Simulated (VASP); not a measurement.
# Sc (P6_3/mmc) in VASP: a series of runs

Sc is run at these levels: LDA; tasks: single point.

All numbers are computed with VASP 6.6.1; they aren't measurements. Logs are shortened: lines on timing, memory, paths and dates and some standing lists are left out, and cuts for length are marked.

## (1) The cell of the first run

It takes space group P6_3/mmc (No. 194, hexagonal). Conventional cell: a = 3.227 Å, b = 3.227 Å, c = 5.009 Å, α = 90.00°, β = 90.00°, γ = 120.00°. Sc (site symmetry -6m2) has 12 Sc at 3.12 to 3.23 Å within 4.1 Å.

## (2) Single point, LDA

File INCAR:

```
PREC = Accurate
ENCUT = 500
EDIFF = 1E-6
ISMEAR = -1
SIGMA = 0.1
LREAL = F
LASPH = T
NELM = 120
ALGO = Normal
ISIF = 2
LWAVE = F
LCHARG = T
LELF = T
LVHAR = T
NBANDS = 18
GGA_COMPAT = F
```

File KPOINTS:

```
regular mesh
0
Gamma
  16 16 9
```

File POSCAR:

```
Sc
1.0
    3.2269060027      0.0000000000      0.0000000000
   -1.6134530014      2.7945825740      0.0000000000
    0.0000000000      0.0000000000      5.0094253455
Sc
2
Direct
    0.3333333333      0.6666666667      0.2500000000
    0.6666666667      0.3333333333      0.7500000000
```

Potentials or basis: VASP PAW LDA potentials, release 64 (Sc_sv).

Run with:

```
> cat potpaw_LDA.64/Sc_sv/POTCAR > POTCAR
> mpirun -np 1 vasp_std > vasp.out
```

OUTCAR:

```text
PREC = Accurate
   ENCUT = 500
   EDIFF = 1E-6
   ISMEAR = -1
   LREAL = F
   LASPH = T
   NELM = 120
   ISIF = 2

 ion  position               nearest neighbor table
   1  0.333  0.667  0.250-   2 3.12   2 3.12   2 3.12   2 3.12   2 3.12   2 3.12
   2  0.667  0.333  0.750-   1 3.12   1 3.12   1 3.12   1 3.12   1 3.12   1 3.12

  LATTYP: Found a hexagonal cell.
 ALAT       =     3.2269060027
 C/A-ratio  =     1.5523927072

  Lattice vectors:

 A1 = (   3.2269060027,   0.0000000000,   0.0000000000)
 A2 = (  -1.6134530014,   2.7945825740,   0.0000000000)
 A3 = (   0.0000000000,   0.0000000000,   5.0094253455)

Analysis of symmetry for initial positions (statically):
=====================================================================
 Subroutine PRICEL returns:
 Original cell was already a primitive cell.

 Routine SETGRP: Setting up the symmetry group for a
 hexagonal supercell.

 Subroutine GETGRP returns: Found 24 space group operations
 (whereof 12 operations were pure point group operations)
 out of a pool of 24 trial point group operations.

The static configuration has the point symmetry D_3d.
 The point group associated with its full space group is D_6h.

Analysis of symmetry for dynamics (positions and initial velocities):
=====================================================================
 Subroutine PRICEL returns:
 Original cell was already a primitive cell.

 Routine SETGRP: Setting up the symmetry group for a
 hexagonal supercell.

 Subroutine GETGRP returns: Found 24 space group operations
 (whereof 12 operations were pure point group operations)
 out of a pool of 24 trial point group operations.

The dynamic configuration has the point symmetry D_3d.
 The point group associated with its full space group is D_6h.

 Subroutine INISYM returns: Found 24 space group operations
 (whereof 12 operations are pure point group operations),
 and found     1 'primitive' translations

----------------------------------------------------------------------------------------

                                     Primitive cell

  volume of cell :      45.1743

  direct lattice vectors                    reciprocal lattice vectors
     3.226906003  0.000000000  0.000000000     0.309894369  0.178917597  0.000000000
    -1.613453001  2.794582574  0.000000000     0.000000000  0.357835195  0.000000000
     0.000000000  0.000000000  5.009425346     0.000000000  0.000000000  0.199623696

[... 75 lines left out ...]
   ISTART =      0    job   : 0-new  1-cont  2-samecut
   ICHARG =      2    charge: 1-file 2-atom 10-const
   ISPIN  =      1    spin polarized calculation?
   LNONCOLLINEAR =      F non collinear calculations
   LSORBIT =      F    spin-orbit coupling
   LASPH  =      T    aspherical Exc in radial PAW
   ENCUT  =  500.0 eV  36.75 Ry    6.06 a.u.   5.88  5.88  9.13*2*pi/ulx,y,z
   NELM   =    120;   NELMIN=  2; NELMDL= -5     # of ELM steps
   EDIFF  = 0.1E-05   stopping-criterion for ELM
   LREAL  =      F    real-space projection
   EDIFFG = 0.1E-04   stopping-criterion for IOM
   NSW    =      0    number of steps for IOM
   IBRION =     -1    ionic relax: 0-MD 1-quasi-New 2-CG
   NFREE  =      0    steps in history (QN), initial steepest desc. (CG)
   ISIF   =      2    stress and relaxation
   ISYM   =      2    0-nonsym 1-usesym 2-fastsym
   POTIM  = 0.5000    time-step for ionic-motion
   TEBEG  =    0.0;   TEEND  =   0.0 temperature during run
   PSTRESS=    0.0 pullay stress
   NELECT =      22.0000    total number of electrons
   NUPDOWN=      -1.0000    fix difference up-down
   EMIN   =  10.00;   EMAX   =-10.00  energy-range for DOS
   EFERMI =   0.00;   METHOD = LEGACY
   ISMEAR =    -1;   SIGMA  =   0.10  broadening in eV -4-tet -1-fermi 0-gaus
   EFERMI_NEDOS =   21; number of points for ismear=-14 and -15
   IALGO  =     38    algorithm
   IMIX   =      4    mixing-type and parameters
     AMIX     =   0.40;   BMIX     =  1.00
     AMIX_MAG =   1.60;   BMIX_MAG =  1.00
  volume/ion in A,a.u.               =      22.59       152.43
  Fermi-wavevector in a.u.,A,eV,Ry     =   1.288008  2.433983 22.571595  1.658965
  Thomas-Fermi vector in A             =   2.419988
   LORBIT       =      0    0 simple, 1 ext, 2 COOP (PROOUT), +10 PAW based schemes
   GGA     = CA    functional components
   LHFCALC =     F    Hartree Fock is set to
   AEXX    =    0.0000 exact exchange contribution
   IVDW    =     0    specifies the selected vdW correction
   LEPSILON=     F    determine dielectric tensor
   LRPA    =     F    only Hartree local field effects (RPA)
 non-spin polarized calculation
  energy-cutoff  :      500.00
  volume of cell :       45.17
 maximum number of plane-waves:      1163
 NGX is ok and might be reduce to    24
   NGX = 11   NGY = 11   NGZ = 19

 number of electron      22.0000000 magnetization

 Free energy of the ion-electron system (eV)
  ---------------------------------------------------
  ext. energy  EPLUGINS =         0.00000000
  ---------------------------------------------------
  free energy    TOTEN  =       -13.50852318 eV

  energy without entropy =      -13.39255785  energy(sigma->0) =      -13.45054051

 E-fermi :   3.9799     XC(G=0): -10.5082

 val. band max:        3.9774482804   @ k =   0.4375   0.0625   0.3333
 cond. band min:       3.9831493331   @ k =   0.3125   0.0625   0.0000
 fundamental gap:      0.0057010527
 Fermi energy:         3.9798883381

 k-point     1 :       0.0000    0.0000    0.0000
  band No.  band energies     occupation
      1     -44.6137      2.00000
      2     -44.5033      2.00000
      3     -23.8823      2.00000
      4     -23.4015      2.00000
      5     -23.4015      2.00000
      6     -23.3094      2.00000
[... 481 lines left out ...]
      5     -23.6272      2.00000
      6     -23.5037      2.00000
[... 10 lines left out ...]
     17       7.7700      0.00000
     18       8.2416      0.00000

 [... further k-points ...]
[... 5 lines left out ...]
  --------------------------------------------------------------------------------------
  -------------------------------------------------------------------------------------
  Total        0.0255647      0.0255647      0.0154945     -0.0000000      0.0000000     -0.0000000
  in kB        0.9066925      0.9066925      0.5495371     -0.0000000      0.0000000     -0.0000000
  external PRESSURE =       0.7876407 kB  Pullay stress =       0.0000000 kB

 VOLUME and BASIS-vectors are now :
 -----------------------------------------------------------------------------
  energy-cutoff  :      500.00
  volume of cell :       45.17
      direct lattice vectors                 reciprocal lattice vectors
     3.226906003  0.000000000  0.000000000     0.309894369  0.178917597  0.000000000
    -1.613453001  2.794582574  0.000000000     0.000000000  0.357835195  0.000000000
     0.000000000  0.000000000  5.009425346     0.000000000  0.000000000  0.199623696

 POSITION                                       TOTAL-FORCE (eV/Angst)
 -----------------------------------------------------------------------------------
     -0.00000      1.86306      1.25236        -0.000000      0.000000      0.000000
      1.61345      0.93153      3.75707         0.000000     -0.000000      0.000000
 -----------------------------------------------------------------------------------
    total drift:                               -0.000000      0.000000     -0.000000

  FREE ENERGIE OF THE ION-ELECTRON SYSTEM (eV)
  ---------------------------------------------------
  free  energy   TOTEN  =       -13.5085231796 eV

  energy  without entropy=      -13.3925578459  energy(sigma->0) =      -13.45054051
```

Run time: 29 s. Hardware: 1 thread of Intel Xeon 6975P-C (Granite Rapids), shared host; peak memory 0.2 GiB.

Results:

- Free energy: -13.5085 eV
- Pressure: 0.1 GPa
- Band gap on the k mesh: zero (band 11 reaches 4.93 eV, above the bottom of band 12 at 3.38 eV)

## (3) Single point, LDA

File INCAR:

```
SYSTEM = Sc
  PREC = Accurate
  ENCUT = 500
  EDIFF = 1E-6
  ISMEAR = -1
  SIGMA = 0.1
  LREAL = .FALSE.
  LASPH = .TRUE.
  NELM = 120
  ALGO = Normal
  ISIF = 2
  LWAVE = .FALSE.
  LCHARG = .FALSE.
  NBANDS = 18
  GGA_COMPAT = .FALSE.
```

File KPOINTS:

```
Automatic mesh
0
G
  18 18 10
  0 0 0
```

POSCAR is that of step 2.

Potentials or basis: VASP PAW LDA potentials, release 64 (Sc_sv).

Run with:

```
> cat potpaw_LDA.64/Sc_sv/POTCAR > POTCAR
> mpirun -np 1 vasp_std > vasp.out
```

It took 3.2 min on 1 thread of AMD EPYC 7R43 (Zen 3), shared host; peak memory 0.21 GiB.

Results (log left out):

```
Free energy            : -13.5085 eV
Pressure               : 0.1 GPa
Band gap on the k mesh : zero (band 11 reaches 5.00 eV, above the bottom of band 12 at 3.38 eV)
```

Levels at points of the mesh, in eV from the Fermi level:
```csv
k point,band 8,band 9,band 10,band 11,band 12,band 13,band 14,band 15
"(0.00, 0.00, 0.00)",-27.26,-5.22,-1.76,0.95,1.64,1.64,1.96,2.15
"(0.50, 0.00, 0.00)",-27.34,-1.64,-1.17,-0.80,-0.24,1.34,1.42,2.02
"(0.00, 0.00, 0.50)",-27.34,-3.57,-3.57,1.02,1.02,1.54,1.54,1.54
"(0.50, 0.00, 0.50)",-27.40,-1.60,-1.60,0.09,0.09,1.50,1.50,2.51
```
